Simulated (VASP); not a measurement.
# LiF (P4/mmm) in VASP: further runs

Runs on LiF. Level: PBE. Tasks: single point.

All numbers are computed with VASP 6.6.1; they aren't measurements. Logs are shortened: lines on timing, memory, paths and dates and some standing lists are left out, and cuts for length are marked.

**1. The cell of the first run**

The structure is tetragonal, space group P4/mmm (No. 123). The conventional cell has a = 2.560 Å, b = 2.560 Å, c = 2.662 Å, α = 90.00°, β = 90.00°, γ = 90.00°. Within 3.0 Å of Li (site symmetry 4/mmm) lie 8 F at 2.25 Å and 6 Li at 2.56 to 2.66 Å. F (site symmetry 4/mmm) has 8 Li at 2.25 Å and 6 F at 2.56 to 2.66 Å within 3.0 Å.

**2. Single point, PBE (strain +0.000 along x and y, +0.040 along z)**

INCAR reads:

```
PREC = Accurate
ENCUT = 520
EDIFF = 1E-6
ISMEAR = 0
SIGMA = 0.05
LREAL = False
LASPH = True
NELM = 60
ALGO = Normal
ISIF = 2
LWAVE = False
LCHARG = False
GGA = PE
NBANDS = 12
```

KPOINTS reads:

```
regular mesh
0
Gamma
  10 10 10
```

POSCAR reads:

```
LiF
1.0
    2.5595330000      0.0000000000      0.0000000000
    0.0000000000      2.5595330000      0.0000000000
    0.0000000000      0.0000000000      2.6619143200
Li F
1 1
Direct
    0.0000000000      0.0000000000      0.0000000000
    0.5000000000      0.5000000000      0.5000000000
```

Potentials or basis: VASP PAW PBE potentials, release 64 (Li_sv, F).

On the command line:

```console
cat potpaw_PBE.64/Li_sv/POTCAR potpaw_PBE.64/F/POTCAR > POTCAR
mpirun -np 1 vasp_std > vasp.out
```

OUTCAR:

```text
PREC = Accurate
   ENCUT = 520
   EDIFF = 1E-6
   ISMEAR = 0
   LREAL = False
   LASPH = True
   NELM = 60
   ISIF = 2
   GGA = PE

 ion  position               nearest neighbor table
   1  0.000  0.000  0.000-   2 2.25   2 2.25   2 2.25   2 2.25   2 2.25   2 2.25   2 2.25   2 2.25

   2  0.500  0.500  0.500-   1 2.25   1 2.25   1 2.25   1 2.25   1 2.25   1 2.25   1 2.25   1 2.25

  LATTYP: Found a simple tetragonal cell.
 ALAT       =     2.5595330000
 C/A-ratio  =     1.0400000000

  Lattice vectors:

 A1 = (   2.5595330000,   0.0000000000,   0.0000000000)
 A2 = (   0.0000000000,   2.5595330000,   0.0000000000)
 A3 = (   0.0000000000,   0.0000000000,   2.6619143200)

Analysis of symmetry for initial positions (statically):
=====================================================================
 Subroutine PRICEL returns:
 Original cell was already a primitive cell.

 Routine SETGRP: Setting up the symmetry group for a
 simple tetragonal supercell.

 Subroutine GETGRP returns: Found 16 space group operations
 (whereof 16 operations were pure point group operations)
 out of a pool of 16 trial point group operations.

The static configuration has the point symmetry D_4h.

Analysis of symmetry for dynamics (positions and initial velocities):
=====================================================================
 Subroutine PRICEL returns:
 Original cell was already a primitive cell.

 Routine SETGRP: Setting up the symmetry group for a
 simple tetragonal supercell.

 Subroutine GETGRP returns: Found 16 space group operations
 (whereof 16 operations were pure point group operations)
 out of a pool of 16 trial point group operations.

The dynamic configuration has the point symmetry D_4h.

 Subroutine INISYM returns: Found 16 space group operations
 (whereof 16 operations are pure point group operations),
 and found     1 'primitive' translations

----------------------------------------------------------------------------------------

                                     Primitive cell

  volume of cell :      17.4388

  direct lattice vectors                    reciprocal lattice vectors
     2.559533000  0.000000000  0.000000000     0.390696272  0.000000000  0.000000000
     0.000000000  2.559533000  0.000000000     0.000000000  0.390696272  0.000000000
     0.000000000  0.000000000  2.661914320     0.000000000  0.000000000  0.375669492

  length of vectors
     2.559533000  2.559533000  2.661914320     0.390696272  0.390696272  0.375669492

  position of ions in fractional coordinates (direct lattice)
     0.000000000  0.000000000  0.000000000
     0.500000000  0.500000000  0.500000000

  ion indices of the primitive-cell ions
   primitive index   ion index
                 1           1
                 2           2

----------------------------------------------------------------------------------------

 KPOINTS: regular mesh

Automatic generation of k-mesh.
 Grid dimensions read from file:
 generate k-points for:   10   10   10

 Generating k-lattice:

  Cartesian coordinates                     Fractional coordinates (reciprocal lattice)
     0.039069627  0.000000000  0.000000000     0.100000000  0.000000000  0.000000000
     0.000000000  0.039069627  0.000000000     0.000000000  0.100000000  0.000000000
     0.000000000  0.000000000  0.037566949     0.000000000  0.000000000  0.100000000

  Length of vectors
     0.039069627  0.039069627  0.037566949

  Shift w.r.t. Gamma in fractional coordinates (k-lattice)
     0.000000000  0.000000000  0.000000000

 Subroutine IBZKPT returns following result:
 ===========================================

 Found    126 irreducible k-points:

 Following reciprocal coordinates:
            Coordinates               Weight
  0.000000  0.000000  0.000000      1.000000
  0.100000  0.000000  0.000000      4.000000
  0.200000  0.000000  0.000000      4.000000
  0.300000  0.000000  0.000000      4.000000
  0.400000  0.000000  0.000000      4.000000
  0.500000  0.000000  0.000000      2.000000
[... 16 lines left out ...]
  0.100000  0.000000  0.100000      8.000000
  0.200000  0.000000  0.100000      8.000000
 [... further k-points ...]
   k-points           NKPTS =    126   k-points in BZ     NKDIM =    126   number of bands    NBANDS=     12
   number of dos      NEDOS =    301   number of ions     NIONS =      2
   total plane-waves  NPLWV =   8000
   dimension x,y,z NGX =    20 NGY =   20 NGZ =   20
   dimension x,y,z NGXF=    40 NGYF=   40 NGZF=   40
   ions per type =               1   1
   NGX,Y,Z   is equivalent  to a cutoff of  12.99, 12.99, 12.49 a.u.
   NGXF,Y,Z  is equivalent  to a cutoff of  25.98, 25.98, 24.98 a.u.
 SYSTEM =  unknown system
   PREC   = accura    normal or accurate (medium, high low for compatibility)
   ISTART =      0    job   : 0-new  1-cont  2-samecut
   ICHARG =      2    charge: 1-file 2-atom 10-const
   ISPIN  =      1    spin polarized calculation?
   LNONCOLLINEAR =      F non collinear calculations
   LSORBIT =      F    spin-orbit coupling
   LASPH  =      T    aspherical Exc in radial PAW
   ENCUT  =  520.0 eV  38.22 Ry    6.18 a.u.   4.76  4.76  4.95*2*pi/ulx,y,z
   NELM   =     60;   NELMIN=  2; NELMDL= -5     # of ELM steps
   EDIFF  = 0.1E-05   stopping-criterion for ELM
   LREAL  =      F    real-space projection
   EDIFFG = 0.1E-04   stopping-criterion for IOM
   NSW    =      0    number of steps for IOM
   IBRION =     -1    ionic relax: 0-MD 1-quasi-New 2-CG
   NFREE  =      0    steps in history (QN), initial steepest desc. (CG)
   ISIF   =      2    stress and relaxation
   ISYM   =      2    0-nonsym 1-usesym 2-fastsym
   POTIM  = 0.5000    time-step for ionic-motion
   TEBEG  =    0.0;   TEEND  =   0.0 temperature during run
   PSTRESS=    0.0 pullay stress
   NELECT =      10.0000    total number of electrons
   NUPDOWN=      -1.0000    fix difference up-down
   EMIN   =  10.00;   EMAX   =-10.00  energy-range for DOS
   EFERMI =   0.00;   METHOD = LEGACY
   ISMEAR =     0;   SIGMA  =   0.05  broadening in eV -4-tet -1-fermi 0-gaus
   EFERMI_NEDOS =   21; number of points for ismear=-14 and -15
   IALGO  =     38    algorithm
   IMIX   =      4    mixing-type and parameters
     AMIX     =   0.40;   BMIX     =  1.00
     AMIX_MAG =   1.60;   BMIX_MAG =  1.00
  volume/ion in A,a.u.               =       8.72        58.84
  Fermi-wavevector in a.u.,A,eV,Ry     =   1.360096  2.570209 25.168899  1.849862
  Thomas-Fermi vector in A             =   2.486788
   LORBIT       =      0    0 simple, 1 ext, 2 COOP (PROOUT), +10 PAW based schemes
   GGA     = PE    functional components
   LHFCALC =     F    Hartree Fock is set to
   AEXX    =    0.0000 exact exchange contribution
   IVDW    =     0    specifies the selected vdW correction
   LEPSILON=     F    determine dielectric tensor
   LRPA    =     F    only Hartree local field effects (RPA)
 non-spin polarized calculation
 Gauss-broadening in eV      SIGMA  =   0.05
  energy-cutoff  :      520.00
  volume of cell :       17.44
 maximum number of plane-waves:       484
 NGX is ok and might be reduce to    20
   NGX =  9   NGY =  9   NGZ =  9

 number of electron      10.0000004 magnetization

 Free energy of the ion-electron system (eV)
  ---------------------------------------------------
  ext. energy  EPLUGINS =         0.00000000
  ---------------------------------------------------
  free energy    TOTEN  =        -9.02884871 eV

  energy without entropy =       -9.02884871  energy(sigma->0) =       -9.02884871

 E-fermi :   0.1989     XC(G=0):  -9.7453

 val. band max:       -0.0910589783   @ k =   0.5000   0.0000   0.5000
 cond. band min:       6.9995388652   @ k =   0.0000   0.0000   0.0000
 fundamental gap:      7.0905978435
 Fermi energy:         0.1988976744

 k-point     1 :       0.0000    0.0000    0.0000
  band No.  band energies     occupation
      1     -43.1104      2.00000
      2     -20.8177      2.00000
      3      -1.0725      2.00000
      4      -0.6760      2.00000
      5      -0.6760      2.00000
      6       6.9995      0.00000
      7      17.9697      0.00000
      8      18.8924      0.00000
      9      19.5608      0.00000
     10      20.5989      0.00000
     11      20.5989      0.00000
     12      36.9068      0.00000

 k-point     2 :       0.1000    0.0000    0.0000
  band No.  band energies     occupation
      1     -43.1062      2.00000
      2     -20.7756      2.00000
      3      -1.0328      2.00000
      4      -1.0307      2.00000
      5      -0.6415      2.00000
      6       7.2390      0.00000
      7      17.0929      0.00000
      8      18.4805      0.00000
      9      19.5181      0.00000
     10      20.5886      0.00000
     11      22.6743      0.00000
     12      35.3547      0.00000

 k-point     3 :       0.2000    0.0000    0.0000
  band No.  band energies     occupation
      1     -43.0952      2.00000
      2     -20.6627      2.00000
      3      -1.8649      2.00000
      4      -0.9273      2.00000
      5      -0.5501      2.00000
      6       7.7611      0.00000
      7      15.5025      0.00000
      8      19.1170      0.00000
      9      19.3910      0.00000
     10      20.5493      0.00000
     11      25.9598      0.00000
     12      32.8539      0.00000
[... 286 lines left out ...]
 k-point    23 :       0.1000    0.0000    0.1000
  band No.  band energies     occupation
      1     -43.1033      2.00000
      2     -20.7434      2.00000
      3      -1.3430      2.00000
      4      -0.9973      2.00000
      5      -0.6137      2.00000
      6       7.5010      0.00000
      7      16.3775      0.00000
      8      17.8015      0.00000
      9      20.5577      0.00000
     10      21.2044      0.00000
     11      23.0050      0.00000
     12      33.3002      0.00000

 k-point    24 :       0.2000    0.0000    0.1000
  band No.  band energies     occupation
      1     -43.0923      2.00000
      2     -20.6291      2.00000
      3      -1.8385      2.00000
      4      -1.2277      2.00000
      5      -0.5244      2.00000
      6       8.0501      0.00000
      7      15.4104      0.00000
      8      17.3766      0.00000
      9      20.5772      0.00000
     10      21.4724      0.00000
     11      26.1666      0.00000
     12      30.8790      0.00000

 [... further k-points ...]

------------------------ aborting loop because EDIFF is reached ----------------------------------------

  FORCE on cell =-STRESS in cart. coord.  units (eV):
  Direction    XX          YY          ZZ          XY          YZ          ZX
  --------------------------------------------------------------------------------------
  -------------------------------------------------------------------------------------
  Total        0.0765075      0.0765075     -1.0389656      0.0000000     -0.0000000      0.0000000
  in kB        7.0290858      7.0290858    -95.4544579      0.0000000     -0.0000000      0.0000000
  external PRESSURE =     -27.1320954 kB  Pullay stress =       0.0000000 kB

 VOLUME and BASIS-vectors are now :
 -----------------------------------------------------------------------------
  energy-cutoff  :      520.00
  volume of cell :       17.44
      direct lattice vectors                 reciprocal lattice vectors
     2.559533000  0.000000000  0.000000000     0.390696272  0.000000000  0.000000000
     0.000000000  2.559533000  0.000000000     0.000000000  0.390696272  0.000000000
     0.000000000  0.000000000  2.661914320     0.000000000  0.000000000  0.375669492

 POSITION                                       TOTAL-FORCE (eV/Angst)
 -----------------------------------------------------------------------------------
      0.00000      0.00000      0.00000         0.000000      0.000000      0.000000
      1.27977      1.27977      1.33096         0.000000      0.000000      0.000000
 -----------------------------------------------------------------------------------
    total drift:                                0.000000      0.000000      0.000000

  FREE ENERGIE OF THE ION-ELECTRON SYSTEM (eV)
  ---------------------------------------------------
  free  energy   TOTEN  =        -9.0288487113 eV

  energy  without entropy=       -9.0288487113  energy(sigma->0) =       -9.02884871
```

Run time: 24 s. Hardware: 1 thread of AMD EPYC 7R43 (Zen 3), shared host; peak memory 0.1 GiB.

What came out:

```
Free energy            : -9.0288 eV
Band gap on the k mesh : 7.09 eV, indirect (least direct gap 7.68 eV)
```

Caveat: the cell differs from its parent crystal (strain +0.000 along x and y, +0.040 along z); the cutoff is under 1.25 times the usual one of these potentials, so pressure, stress and relaxed cells hold a basis-set (Pulay) error. A k mesh can miss the band edges.

(Continued in part 2 of 2.)
